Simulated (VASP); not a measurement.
# Sc4Mo (Im-3m) in VASP: a series of runs

The runs below take Sc4Mo through single point, relaxation of cell and atoms, with PBE.

Program: VASP 6.6.1. These are calculated values, not measurements. Logs are shortened: lines on timing, memory, paths and dates and some standing lists are left out, and cuts for length are marked.

### Step 1. The cell of the first run

It takes space group Im-3m (No. 229, cubic). The conventional cell has a = 6.358 Å, b = 6.358 Å, c = 6.358 Å, α = 90.00°, β = 90.00°, γ = 90.00°. Sc (site symmetry -3m) has 2 Mo at 2.75 Å and 6 Sc at 3.18 Å within 3.6 Å. Within 3.6 Å of Mo (site symmetry m-3m) lie 8 Sc at 2.75 Å.

### Step 2. Single point, PBE

Contents of INCAR:

```
ALGO = Fast ; EDIFF = 1E-6
ENCUT = 520 ; GGA = PE
ISIF = 2 ; ISMEAR = 0
LASPH = T ; LCHARG = T
LELF = T ; LREAL = F
LVHAR = T ; LWAVE = F
NBANDS = 37 ; NELM = 60
PREC = Accurate ; SIGMA = 0.1
```

Contents of KPOINTS:

```
k-points
0
Gamma
  8 8 8
```

Contents of POSCAR:

```
Sc4Mo
1.0
   -3.1790673988      3.1790673988      3.1790673988
    3.1790673988     -3.1790673988      3.1790673988
    3.1790673988      3.1790673988     -3.1790673988
Sc Mo
4 1
Direct
    0.5000000000      0.5000000000      0.5000000000
    0.0000000000      0.0000000000      0.5000000000
    0.0000000000      0.5000000000      0.0000000000
    0.5000000000      0.0000000000      0.0000000000
    0.0000000000      0.0000000000      0.0000000000
```

Potentials or basis: VASP PAW PBE potentials, release 64 (Sc_sv, Mo_sv).

The run is started by

```console
$ cat potpaw_PBE.64/Sc_sv/POTCAR potpaw_PBE.64/Mo_sv/POTCAR > POTCAR
$ mpirun -np 1 vasp_std > vasp.out
```

OUTCAR:

```text
EDIFF = 1E-6
   ENCUT = 520
   GGA = PE
   ISIF = 2
   ISMEAR = 0
   LASPH = T
   LREAL = F
   NELM = 60
   PREC = Accurate

 ion  position               nearest neighbor table
   1  0.500  0.500  0.500-   5 2.75   5 2.75   4 3.18   2 3.18   4 3.18   3 3.18   2 3.18   3 3.18

   2  0.000  0.000  0.500-   5 2.75   5 2.75   4 3.18   1 3.18   3 3.18   3 3.18   4 3.18   1 3.18

   3  0.000  0.500  0.000-   5 2.75   5 2.75   4 3.18   1 3.18   2 3.18   2 3.18   1 3.18   4 3.18

   4  0.500  0.000  0.000-   5 2.75   5 2.75   3 3.18   1 3.18   1 3.18   2 3.18   2 3.18   3 3.18

   5  0.000  0.000  0.000-   1 2.75   2 2.75   3 2.75   4 2.75   2 2.75   3 2.75   4 2.75   1 2.75

  LATTYP: Found a body centered cubic cell.
 ALAT       =     6.3581347976

  Lattice vectors:

 A1 = (  -3.1790673988,   3.1790673988,   3.1790673988)
 A2 = (   3.1790673988,  -3.1790673988,   3.1790673988)
 A3 = (   3.1790673988,   3.1790673988,  -3.1790673988)

Analysis of symmetry for initial positions (statically):
=====================================================================
 Subroutine PRICEL returns:
 Original cell was already a primitive cell.

 Routine SETGRP: Setting up the symmetry group for a
 body centered cubic supercell.

 Subroutine GETGRP returns: Found 48 space group operations
[... 9 lines left out ...]

 Routine SETGRP: Setting up the symmetry group for a
 body centered cubic supercell.

 Subroutine GETGRP returns: Found 48 space group operations
[... 11 lines left out ...]
                                     Primitive cell

  volume of cell :     128.5166

  direct lattice vectors                    reciprocal lattice vectors
    -3.179067399  3.179067399  3.179067399     0.000000000  0.157278830  0.157278830
     3.179067399 -3.179067399  3.179067399     0.157278830  0.000000000  0.157278830
     3.179067399  3.179067399 -3.179067399     0.157278830  0.157278830  0.000000000

  length of vectors
     5.506306255  5.506306255  5.506306255     0.222425854  0.222425854  0.222425854

  position of ions in fractional coordinates (direct lattice)
     0.500000000  0.500000000  0.500000000
     0.000000000  0.000000000  0.500000000
     0.000000000  0.500000000  0.000000000
     0.500000000  0.000000000  0.000000000
     0.000000000  0.000000000  0.000000000

  ion indices of the primitive-cell ions
   primitive index   ion index
                 1           1
                 2           2
                 3           3
                 4           4
                 5           5

----------------------------------------------------------------------------------------

 KPOINTS: k-points

Automatic generation of k-mesh.
 Grid dimensions read from file:
 generate k-points for:    8    8    8

 Generating k-lattice:

  Cartesian coordinates                     Fractional coordinates (reciprocal lattice)
     0.000000000  0.019659854  0.019659854     0.125000000  0.000000000  0.000000000
     0.019659854  0.000000000  0.019659854     0.000000000  0.125000000  0.000000000
     0.019659854  0.019659854  0.000000000     0.000000000  0.000000000  0.125000000

  Length of vectors
     0.027803232  0.027803232  0.027803232

  Shift w.r.t. Gamma in fractional coordinates (k-lattice)
     0.000000000  0.000000000  0.000000000

 Subroutine IBZKPT returns following result:
 ===========================================

 Found     29 irreducible k-points:

 Following reciprocal coordinates:
            Coordinates               Weight
  0.000000  0.000000  0.000000      1.000000
  0.125000  0.000000  0.000000     12.000000
  0.250000  0.000000  0.000000     12.000000
  0.375000  0.000000  0.000000     12.000000
  0.500000  0.000000  0.000000      6.000000
  0.125000  0.125000  0.000000     24.000000
[... 16 lines left out ...]
 -0.250000  0.250000  0.250000      6.000000
 -0.375000  0.375000  0.250000     24.000000
 [... further k-points ...]
   k-points           NKPTS =     29   k-points in BZ     NKDIM =     29   number of bands    NBANDS=     37
   number of dos      NEDOS =    301   number of ions     NIONS =      5
   total plane-waves  NPLWV =  74088
   dimension x,y,z NGX =    42 NGY =   42 NGZ =   42
   dimension x,y,z NGXF=    84 NGYF=   84 NGZF=   84
   ions per type =               4   1
   NGX,Y,Z   is equivalent  to a cutoff of  12.68, 12.68, 12.68 a.u.
   NGXF,Y,Z  is equivalent  to a cutoff of  25.36, 25.36, 25.36 a.u.
 SYSTEM =  unknown system
   PREC   = accura    normal or accurate (medium, high low for compatibility)
   ISTART =      0    job   : 0-new  1-cont  2-samecut
   ICHARG =      2    charge: 1-file 2-atom 10-const
   ISPIN  =      1    spin polarized calculation?
   LNONCOLLINEAR =      F non collinear calculations
   LSORBIT =      F    spin-orbit coupling
   LASPH  =      T    aspherical Exc in radial PAW
   ENCUT  =  520.0 eV  38.22 Ry    6.18 a.u.  10.24 10.24 10.24*2*pi/ulx,y,z
   NELM   =     60;   NELMIN=  2; NELMDL= -5     # of ELM steps
   EDIFF  = 0.1E-05   stopping-criterion for ELM
   LREAL  =      F    real-space projection
   EDIFFG = 0.1E-04   stopping-criterion for IOM
   NSW    =      0    number of steps for IOM
   IBRION =     -1    ionic relax: 0-MD 1-quasi-New 2-CG
   NFREE  =      0    steps in history (QN), initial steepest desc. (CG)
   ISIF   =      2    stress and relaxation
   ISYM   =      2    0-nonsym 1-usesym 2-fastsym
   POTIM  = 0.5000    time-step for ionic-motion
   TEBEG  =    0.0;   TEEND  =   0.0 temperature during run
   PSTRESS=    0.0 pullay stress
   NELECT =      58.0000    total number of electrons
   NUPDOWN=      -1.0000    fix difference up-down
   EMIN   =  10.00;   EMAX   =-10.00  energy-range for DOS
   EFERMI =   0.00;   METHOD = LEGACY
   ISMEAR =     0;   SIGMA  =   0.10  broadening in eV -4-tet -1-fermi 0-gaus
   EFERMI_NEDOS =   21; number of points for ismear=-14 and -15
   IALGO  =     68    algorithm
   IMIX   =      4    mixing-type and parameters
     AMIX     =   0.40;   BMIX     =  1.00
     AMIX_MAG =   1.60;   BMIX_MAG =  1.00
  volume/ion in A,a.u.               =      25.70       173.45
  Fermi-wavevector in a.u.,A,eV,Ry     =   1.255734  2.372994 21.454601  1.576869
  Thomas-Fermi vector in A             =   2.389477
   LORBIT       =      0    0 simple, 1 ext, 2 COOP (PROOUT), +10 PAW based schemes
   GGA     = PE    functional components
   LHFCALC =     F    Hartree Fock is set to
   AEXX    =    0.0000 exact exchange contribution
   IVDW    =     0    specifies the selected vdW correction
   LEPSILON=     F    determine dielectric tensor
   LRPA    =     F    only Hartree local field effects (RPA)
 non-spin polarized calculation
 RMM-DIIS sequential band-by-band and
 Gauss-broadening in eV      SIGMA  =   0.10
  energy-cutoff  :      520.00
  volume of cell :      128.52
 maximum number of plane-waves:      3496
 NGX is ok and might be reduce to    42
   NGX = 21   NGY = 21   NGZ = 21

 number of electron      58.0000022 magnetization

 Free energy of the ion-electron system (eV)
  ---------------------------------------------------
  ext. energy  EPLUGINS =         0.00000000
  ---------------------------------------------------
  free energy    TOTEN  =       -33.11545170 eV

  energy without entropy =      -33.09027209  energy(sigma->0) =      -33.10286189

 E-fermi :   3.8771     XC(G=0):  -9.7161

 val. band max:        3.8727613214   @ k =  -0.3750   0.5000   0.2500
 cond. band min:       3.8851443436   @ k =  -0.3750   0.3750   0.2500
 fundamental gap:      0.0123830222
 Fermi energy:         3.8771346257

 k-point     1 :       0.0000    0.0000    0.0000
  band No.  band energies     occupation
      1     -55.6589      2.00000
      2     -45.6109      2.00000
      3     -45.5575      2.00000
      4     -45.5575      2.00000
      5     -45.5575      2.00000
      6     -29.8887      2.00000
[... 29 lines left out ...]
     36       6.8368      0.00000
     37       6.9778      0.00000

 k-point     2 :       0.1250    0.0000    0.0000
  band No.  band energies     occupation
      1     -55.6588      2.00000
      2     -45.6090      2.00000
      3     -45.5596      2.00000
      4     -45.5575      2.00000
      5     -45.5575      2.00000
      6     -29.8886      2.00000
[... 29 lines left out ...]
     36       6.2190      0.00000
     37       6.5114      0.00000

 k-point     3 :       0.2500    0.0000    0.0000
  band No.  band energies     occupation
      1     -55.6587      2.00000
      2     -45.6036      2.00000
      3     -45.5657      2.00000
      4     -45.5578      2.00000
      5     -45.5576      2.00000
      6     -29.8884      2.00000
[... 29 lines left out ...]
     36       5.7479      0.00000
     37       5.8880      0.00000

 k-point     4 :       0.3750    0.0000    0.0000
  band No.  band energies     occupation
      1     -55.6586      2.00000
      2     -45.5952      2.00000
      3     -45.5747      2.00000
      4     -45.5580      2.00000
      5     -45.5576      2.00000
      6     -29.8881      2.00000
[... 29 lines left out ...]
     36       5.5851      0.00000
     37       5.7589      0.00000
[... 683 lines left out ...]
      1     -55.6586      2.00000
      2     -45.5719      2.00000
      3     -45.5719      2.00000
      4     -45.5719      2.00000
      5     -45.5703      2.00000
      6     -29.8701      2.00000
[... 29 lines left out ...]
     36       5.9705      0.00000
     37       5.9986      0.00000

 k-point    23 :      -0.2500    0.2500    0.2500
  band No.  band energies     occupation
      1     -55.6586      2.00000
      2     -45.5984      2.00000
      3     -45.5717      2.00000
      4     -45.5717      2.00000
      5     -45.5440      2.00000
      6     -29.8704      2.00000
[... 29 lines left out ...]
     36       5.4141      0.00000
     37       6.5133      0.00000

 k-point    24 :      -0.3750    0.3750    0.2500
  band No.  band energies     occupation
      1     -55.6585      2.00000
      2     -45.5926      2.00000
      3     -45.5781      2.00000
      4     -45.5761      2.00000
      5     -45.5399      2.00000
      6     -29.8700      2.00000
[... 29 lines left out ...]
     36       5.2914      0.00000
     37       6.2948      0.00000

 [... further k-points ...]
[... 5 lines left out ...]
  --------------------------------------------------------------------------------------
  -------------------------------------------------------------------------------------
  Total        0.0945886      0.0945886      0.0945886     -0.0000000      0.0000000     -0.0000000
  in kB        1.1792077      1.1792077      1.1792077     -0.0000000      0.0000000     -0.0000000
  external PRESSURE =       1.1792077 kB  Pullay stress =       0.0000000 kB

 VOLUME and BASIS-vectors are now :
 -----------------------------------------------------------------------------
  energy-cutoff  :      520.00
  volume of cell :      128.52
      direct lattice vectors                 reciprocal lattice vectors
    -3.179067399  3.179067399  3.179067399     0.000000000  0.157278830  0.157278830
     3.179067399 -3.179067399  3.179067399     0.157278830  0.000000000  0.157278830
     3.179067399  3.179067399 -3.179067399     0.157278830  0.157278830  0.000000000

 POSITION                                       TOTAL-FORCE (eV/Angst)
 -----------------------------------------------------------------------------------
      1.58953      1.58953      1.58953         0.000000     -0.000000      0.000000
      1.58953      1.58953     -1.58953         0.000000     -0.000000      0.000000
      1.58953     -1.58953      1.58953        -0.000000      0.000000     -0.000000
     -1.58953      1.58953      1.58953        -0.000000     -0.000000      0.000000
      0.00000      0.00000      0.00000        -0.000000      0.000000      0.000000
 -----------------------------------------------------------------------------------
    total drift:                               -0.000000     -0.000000      0.000000

  FREE ENERGIE OF THE ION-ELECTRON SYSTEM (eV)
  ---------------------------------------------------
  free  energy   TOTEN  =       -33.1154516975 eV

  energy  without entropy=      -33.0902720895  energy(sigma->0) =      -33.10286189
```

Run time: 6.7 min. Hardware: 1 thread of Oxide Virtual Turin-like, shared host; peak memory 0.28 GiB.

What came out:

```yaml
Free_energy: -33.1155 eV
Pressure: 0.1 GPa
Band_gap_on_the_k_mesh: zero (band 29 reaches 3.91 eV, above the bottom of band 30 at 3.78 eV)
```

(Continued in part 2 of 2.)
